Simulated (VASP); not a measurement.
# MoS2 (P1) in VASP: single point with r2SCAN

Aim: the single point of MoS2 with r2SCAN.

Program: VASP 6.6.1. These are calculated values, not measurements. Logs are shortened: lines on timing, memory, paths and dates and some standing lists are left out, and cuts for length are marked.

**1. The cell of the first run**

The typed cell holds 3 atoms: a = 3.213 Å, b = 3.167 Å, c = 6.131 Å, α = 88.78°, β = 90.49°, γ = 119.79°.

**2. Single point, r2SCAN**

Contents of POSCAR:

```
MoS2
1.0
    3.2127600000      0.0192900000     -0.0135600000
   -1.5896800000      2.7390600000      0.0335100000
   -0.0265200000      0.0603800000      6.1303500000
Mo S
1 2
Direct
    0.0647600000      0.0622700000      0.5226900000
    0.3051300000      0.6492400000      0.2685200000
    0.5971000000      0.2972100000      0.7695900000
```

Contents of INCAR.step1:

```
PREC = Accurate
ENCUT = 520
ISMEAR = -1
SIGMA = 0.1
LREAL = False
LASPH = True
NELM = 100
NBANDS = 20
GGA = PE
ALGO = Normal
EDIFF = 1E-4
LWAVE = True
LCHARG = False
```

Contents of INCAR.step2:

```
PREC = Accurate
ENCUT = 520
EDIFF = 1E-6
ISMEAR = -1
SIGMA = 0.1
LREAL = False
LASPH = True
NELM = 100
ALGO = Normal
ISIF = 2
LWAVE = False
LCHARG = False
METAGGA = R2SCAN
LMIXTAU = True
NBANDS = 20
ISTART = 1
```

Contents of KPOINTS:

```
Automatic mesh
0
Gamma
  5 5 3
```

Potentials or basis: VASP PAW PBE potentials, release 64 (Mo_sv, S).

Command:

```
$ cat potpaw_PBE.64/Mo_sv/POTCAR potpaw_PBE.64/S/POTCAR > POTCAR
$ cp INCAR.step1 INCAR
$ mpirun -np 1 vasp_std > vasp.out
$ cp INCAR.step2 INCAR
$ mpirun -np 1 vasp_std > vasp.out
```

OUTCAR:

```text
PREC = Accurate
   ENCUT = 520
   EDIFF = 1E-6
   ISMEAR = -1
   LREAL = False
   LASPH = True
   NELM = 100
   ISIF = 2
   METAGGA = R2SCAN
   ISTART = 1

 ion  position               nearest neighbor table
   1  0.065  0.062  0.523-   3 2.12   2 2.23   2 2.42   3 2.51   3 2.59   2 2.64
   2  0.305  0.649  0.269-   1 2.23   1 2.42   1 2.64
   3  0.597  0.297  0.770-   1 2.12   1 2.51   1 2.59

  LATTYP: Found a triclinic cell.
 ALAT       =     3.1671209491
 B/A-ratio  =     1.7358893067
 C/A-ratio  =     2.8160368475
 COS(alpha) =     0.0047625702
 COS(beta)  =     0.3725295120
 COS(gamma) =     0.8618389504

  Lattice vectors:

 A1 = (   1.5896800000,  -2.7390600000,  -0.0335100000)
 A2 = (  -0.0334000000,  -5.4974100000,  -0.0534600000)
 A3 = (   6.4520400000,  -0.0218000000,  -6.1574700000)

Analysis of symmetry for initial positions (statically):
=====================================================================
 Subroutine PRICEL returns:
 Original cell was already a primitive cell.

 Routine SETGRP: Setting up the symmetry group for a
 triclinic supercell.

 Subroutine GETGRP returns: Found  1 space group operations
 (whereof  1 operations were pure point group operations)
 out of a pool of  2 trial point group operations.

The static configuration has the point symmetry C_1 .

Analysis of symmetry for dynamics (positions and initial velocities):
=====================================================================
 Subroutine PRICEL returns:
 Original cell was already a primitive cell.

 Routine SETGRP: Setting up the symmetry group for a
 triclinic supercell.

 Subroutine GETGRP returns: Found  1 space group operations
 (whereof  1 operations were pure point group operations)
 out of a pool of  2 trial point group operations.

The dynamic configuration has the point symmetry C_1 .

 Subroutine INISYM returns: Found  1 space group operations
 (whereof  1 operations are pure point group operations),
 and found     1 'primitive' translations

----------------------------------------------------------------------------------------

                                     Primitive cell

  volume of cell :      54.1285

  direct lattice vectors                    reciprocal lattice vectors
     3.212760000  0.019290000 -0.013560000     0.310176141  0.180023534 -0.000431289
    -1.589680000  2.739060000  0.033510000    -0.002199824  0.363855992 -0.003593264
    -0.026520000  0.060380000  6.130350000     0.000698117 -0.001590724  0.163141511

  length of vectors
     3.212846525  3.167120949  6.130704705     0.358633374  0.363880384  0.163150760

  position of ions in fractional coordinates (direct lattice)
     0.064760000  0.062270000  0.522690000
     0.305130000  0.649240000  0.268520000
     0.597100000  0.297210000  0.769590000

  ion indices of the primitive-cell ions
   primitive index   ion index
                 1           1
                 2           2
                 3           3

----------------------------------------------------------------------------------------

 KPOINTS: Automatic mesh

Automatic generation of k-mesh.
 Grid dimensions read from file:
 generate k-points for:    5    5    3

 Generating k-lattice:

  Cartesian coordinates                     Fractional coordinates (reciprocal lattice)
     0.062035228  0.036004707 -0.000086258     0.200000000 -0.000000000  0.000000000
    -0.000439965  0.072771198 -0.000718653     0.000000000  0.200000000  0.000000000
     0.000232706 -0.000530241  0.054380504     0.000000000  0.000000000  0.333333333

  Length of vectors
     0.071726675  0.072776077  0.054383587

  Shift w.r.t. Gamma in fractional coordinates (k-lattice)
     0.000000000  0.000000000  0.000000000

 Subroutine IBZKPT returns following result:
 ===========================================

 Found     38 irreducible k-points:

 Following reciprocal coordinates:
            Coordinates               Weight
  0.000000  0.000000  0.000000      1.000000
  0.200000 -0.000000  0.000000      2.000000
  0.400000  0.000000  0.000000      2.000000
  0.000000  0.200000  0.000000      2.000000
  0.200000  0.200000  0.000000      2.000000
  0.400000  0.200000  0.000000      2.000000
[... 16 lines left out ...]
 -0.200000  0.200000  0.333333      2.000000
  0.000000  0.400000  0.333333      2.000000
 [... further k-points ...]
   k-points           NKPTS =     38   k-points in BZ     NKDIM =     38   number of bands    NBANDS=     20
   number of dos      NEDOS =    301   number of ions     NIONS =      3
   total plane-waves  NPLWV =  27648
   dimension x,y,z NGX =    24 NGY =   24 NGZ =   48
   dimension x,y,z NGXF=    48 NGYF=   48 NGZF=   96
   ions per type =               1   2
   NGX,Y,Z   is equivalent  to a cutoff of  12.42, 12.60, 13.02 a.u.
   NGXF,Y,Z  is equivalent  to a cutoff of  24.84, 25.20, 26.03 a.u.
 SYSTEM =  unknown system
   PREC   = accura    normal or accurate (medium, high low for compatibility)
   ISTART =      1    job   : 0-new  1-cont  2-samecut
   ICHARG =      0    charge: 1-file 2-atom 10-const
   ISPIN  =      1    spin polarized calculation?
   LNONCOLLINEAR =      F non collinear calculations
   LSORBIT =      F    spin-orbit coupling
   LASPH  =      T    aspherical Exc in radial PAW
   ENCUT  =  520.0 eV  38.22 Ry    6.18 a.u.   5.97  5.89 11.40*2*pi/ulx,y,z
   NELM   =    100;   NELMIN=  2; NELMDL=  0     # of ELM steps
   EDIFF  = 0.1E-05   stopping-criterion for ELM
   LREAL  =      F    real-space projection
   EDIFFG = 0.1E-04   stopping-criterion for IOM
   NSW    =      0    number of steps for IOM
   IBRION =     -1    ionic relax: 0-MD 1-quasi-New 2-CG
   NFREE  =      0    steps in history (QN), initial steepest desc. (CG)
   ISIF   =      2    stress and relaxation
   ISYM   =      2    0-nonsym 1-usesym 2-fastsym
   POTIM  = 0.5000    time-step for ionic-motion
   TEBEG  =    0.0;   TEEND  =   0.0 temperature during run
   PSTRESS=    0.0 pullay stress
   NELECT =      26.0000    total number of electrons
   NUPDOWN=      -1.0000    fix difference up-down
   EMIN   =  10.00;   EMAX   =-10.00  energy-range for DOS
   EFERMI =   0.00;   METHOD = LEGACY
   ISMEAR =    -1;   SIGMA  =   0.10  broadening in eV -4-tet -1-fermi 0-gaus
   EFERMI_NEDOS =   21; number of points for ismear=-14 and -15
   IALGO  =     38    algorithm
   IMIX   =      4    mixing-type and parameters
     AMIX     =   0.40;   BMIX     =  1.00
     AMIX_MAG =   1.60;   BMIX_MAG =  1.00
  volume/ion in A,a.u.               =      18.04       121.76
  Fermi-wavevector in a.u.,A,eV,Ry     =   1.282106  2.422829 22.365198  1.643796
  Thomas-Fermi vector in A             =   2.414437
   LORBIT       =      0    0 simple, 1 ext, 2 COOP (PROOUT), +10 PAW based schemes
   METAGGA = R2SCAN    functional components
   LHFCALC =     F    Hartree Fock is set to
   AEXX    =    0.0000 exact exchange contribution
   IVDW    =     0    specifies the selected vdW correction
   LEPSILON=     F    determine dielectric tensor
   LRPA    =     F    only Hartree local field effects (RPA)
 non-spin polarized calculation
  energy-cutoff  :      520.00
  volume of cell :       54.13
 maximum number of plane-waves:      1475
   NGX = 11   NGY = 11   NGZ = 23

 number of electron      25.9999997 magnetization

 Free energy of the ion-electron system (eV)
  ---------------------------------------------------
  ext. energy  EPLUGINS =         0.00000000
  ---------------------------------------------------
  free energy    TOTEN  =       -43.50606587 eV

  energy without entropy =      -43.47680103  energy(sigma->0) =      -43.49143345

 E-fermi :   7.6930     XC(G=0): -11.3921

 val. band max:        7.4956766457   @ k =   0.4000   0.4000   0.3333
 cond. band min:       7.7661983336   @ k =   0.4000   0.4000   0.0000
 fundamental gap:      0.2705216880
 Fermi energy:         7.6930093941

 k-point     1 :       0.0000    0.0000    0.0000
  band No.  band energies     occupation
      1     -56.0655      2.00000
      2     -29.6135      2.00000
      3     -29.3942      2.00000
      4     -29.2256      2.00000
      5      -8.2973      2.00000
      6      -6.6753      2.00000
[... 12 lines left out ...]
     19      14.8878      0.00000
     20      17.5719      0.00000

 k-point     2 :       0.2000   -0.0000    0.0000
  band No.  band energies     occupation
      1     -56.0522      2.00000
      2     -29.6449      2.00000
      3     -29.4679      2.00000
      4     -29.2564      2.00000
      5      -7.7009      2.00000
      6      -6.5719      2.00000
[... 12 lines left out ...]
     19      16.2251      0.00000
     20      16.8374      0.00000

 k-point     3 :       0.4000    0.0000    0.0000
  band No.  band energies     occupation
      1     -56.0307      2.00000
      2     -29.8011      2.00000
      3     -29.4847      2.00000
      4     -29.2968      2.00000
      5      -6.6458      2.00000
      6      -6.2185      2.00000
[... 12 lines left out ...]
     19      14.9325      0.00000
     20      15.9188      0.00000

 k-point     4 :       0.0000    0.2000    0.0000
  band No.  band energies     occupation
      1     -56.0510      2.00000
      2     -29.6084      2.00000
      3     -29.4879      2.00000
      4     -29.2823      2.00000
      5      -7.6822      2.00000
      6      -6.5429      2.00000
[... 12 lines left out ...]
     19      16.1555      0.00000
     20      17.1452      0.00000

 k-point     5 :       0.2000    0.2000    0.0000
  band No.  band energies     occupation
      1     -56.0335      2.00000
      2     -29.7218      2.00000
      3     -29.5173      2.00000
      4     -29.3144      2.00000
      5      -6.7558      2.00000
      6      -6.3711      2.00000
[... 12 lines left out ...]
     19      16.7508      0.00000
     20      16.8642      0.00000
[... 353 lines left out ...]
      6      -5.8961      2.00000
[... 12 lines left out ...]
     19      15.6694      0.00000
     20      16.6053      0.00000

 k-point    22 :      -0.4000    0.2000    0.3333
  band No.  band energies     occupation
      1     -56.0341      2.00000
      2     -29.7145      2.00000
      3     -29.4719      2.00000
      4     -29.3646      2.00000
      5      -6.7571      2.00000
      6      -6.3711      2.00000
[... 12 lines left out ...]
     19      16.3229      0.00000
     20      17.1716      0.00000

 k-point    23 :      -0.2000    0.2000    0.3333
  band No.  band energies     occupation
      1     -56.0513      2.00000
      2     -29.6235      2.00000
      3     -29.4173      2.00000
      4     -29.3361      2.00000
      5      -7.5674      2.00000
      6      -6.7067      2.00000
[... 12 lines left out ...]
     19      16.0645      0.00000
     20      16.6716      0.00000

 k-point    24 :       0.0000    0.4000    0.3333
  band No.  band energies     occupation
      1     -56.0275      2.00000
      2     -29.7219      2.00000
      3     -29.5626      2.00000
      4     -29.3222      2.00000
      5      -6.5662      2.00000
      6      -6.1480      2.00000
[... 12 lines left out ...]
     19      14.5748      0.00000
     20      15.3810      0.00000

 [... further k-points ...]
[... 5 lines left out ...]
  --------------------------------------------------------------------------------------
  -------------------------------------------------------------------------------------
  Total        3.1222416      3.5203947      4.5712037      1.8553771     -0.2312850      3.4258213
  in kB       92.4168147    104.2019505    135.3053805     54.9182496     -6.8459227    101.4026247
  external PRESSURE =     110.6413819 kB  Pullay stress =       0.0000000 kB

 VOLUME and BASIS-vectors are now :
 -----------------------------------------------------------------------------
  energy-cutoff  :      520.00
  volume of cell :       54.13
      direct lattice vectors                 reciprocal lattice vectors
     3.212760000  0.019290000 -0.013560000     0.310176141  0.180023534 -0.000431289
    -1.589680000  2.739060000  0.033510000    -0.002199824  0.363855992 -0.003593264
    -0.026520000  0.060380000  6.130350000     0.000698117 -0.001590724  0.163141511

 POSITION                                       TOTAL-FORCE (eV/Angst)
 -----------------------------------------------------------------------------------
      0.09521      0.20337      3.20548        -2.988331     -3.304055     -1.305762
     -0.05890      1.80041      1.66374         0.336934      1.685466     -0.751514
      1.42546      0.87206      4.71972         2.651396      1.618589      2.057276
 -----------------------------------------------------------------------------------
    total drift:                                0.000595      0.000474      0.000086

  FREE ENERGIE OF THE ION-ELECTRON SYSTEM (eV)
  ---------------------------------------------------
  free  energy   TOTEN  =       -43.5060658700 eV

  energy  without entropy=      -43.4768010323  energy(sigma->0) =      -43.49143345
```

It took 4 min on 1 thread of AMD EPYC 7R13, shared host; peak memory 0.16 GiB.

What came out:

| Property | Result |
| --- | --- |
| Free energy | -43.5061 eV |
| Pressure | 11.1 GPa |
| Largest force | 4.642 eV/Å |

Forces in eV/Å, atoms in the order of the input:
```
Mo  -2.988 -3.304 -1.306
S    0.337  1.685 -0.752
S    2.651  1.619  2.057
```

Stress tensor (GPa, compression positive):
```
 9.24  5.49 10.14
 5.49 10.42 -0.68
10.14 -0.68 13.53
```

Levels at points of the mesh, in eV from the Fermi level:
```tsv
k point	band 10	band 11	band 12	band 13	band 14	band 15	band 16	band 17
(0.00, 0.00, 0.00)	-2.90	-2.36	-1.84	-1.23	0.72	1.00	2.77	2.90
```

Caveat: the k points lie up to 0.46 Å⁻¹ apart; the PAW data sets were made with another functional, which shifts forces and pressure a little.
